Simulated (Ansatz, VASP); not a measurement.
**SrO: VASP beside Ansatz**

The input INCAR:

```
SYSTEM = SrO
  ALGO = Normal
  EDIFF = 1E-7
  EDIFFG = -0.04
  ENCUT = 600
  GGA = PE
  GGA_COMPAT = .FALSE.
  IBRION = 2
  ISIF = 3
  ISMEAR = 0
  LASPH = .TRUE.
  LCHARG = .FALSE.
  LREAL = .FALSE.
  LWAVE = .FALSE.
  NELM = 120
  NELMIN = 4
  NSW = 90
  PREC = Accurate
  SIGMA = 0.1
```

File KPOINTS:

```
k-points
0
G
  6 6 6
  0 0 0
```

Contents of POSCAR:

```
SrO
1.0
    3.5325566186      0.0000000000      0.0000000000
   -1.7662783093      3.0592837720      0.0000000000
    0.0000000000      0.0000000000      3.2075938623
Sr O
1 1
Direct
    0.0000000000      0.0000000000      0.5000000000
    0.3333333333      0.6666666667      0.0000000000
```

Input for Ansatz:

```yaml
crystal:
  lattice:
    - [3.5325566186, 0.0, 0.0]
    - [-1.7662783093, 3.059283772, 0.0]
    - [0.0, 0.0, 3.2075938623]
  atoms:
    - { symbol: Sr, position: [0.0, 0.0, 0.5] }
    - { symbol: O, position: [0.3333333333, 0.6666666667, 0.0] }
basis:
  ecutwfc: 420
kpoints:
  mp_grid: { grid: [6, 6, 6] }
hamiltonian:
  xc: pbe
scf:
  occupations: { method: gaussian, width: 0.1 }
  lower_state_search: "off"
output:
  forces: true
  stress: true
  eigenvalues: true
relax:
  adjacent_minimum: "off"
  f_tol: 0.04
  max_steps: 70
  cell: { stress_tol: 0.4 }
```

Alike in both runs: task relaxation of cell and atoms; functional PBE; k mesh 6 × 6 × 6; occupations gaussian, width 0.1 eV; no spin polarisation.

|  | VASP | Ansatz |
| --- | --- | --- |
| version | VASP 6.6.1 | Ansatz 0.2.0 |
| potentials or method | VASP PAW PBE potentials, release 64 (Sr_sv, O), cutoff 600 eV | scalar-relativistic, plane waves, PAW |
| valence electrons in the cell | 16 | 16 |

Ansatz gave:

```
gap on the k mesh at the Fermi level, each at its own relaxed structure (eV) : 2.81
relaxed volume (Å³/atom)                                                     : 17.33
relaxed cell length with the largest relative difference (Å)                 : 3.208
```

Problem. Estimate VASP's values.

Solution. gap on the k mesh at the Fermi level, each at its own relaxed structure (eV): 2.78; relaxed volume (Å³/atom): 17.46; relaxed cell length with the largest relative difference (Å): 3.215.
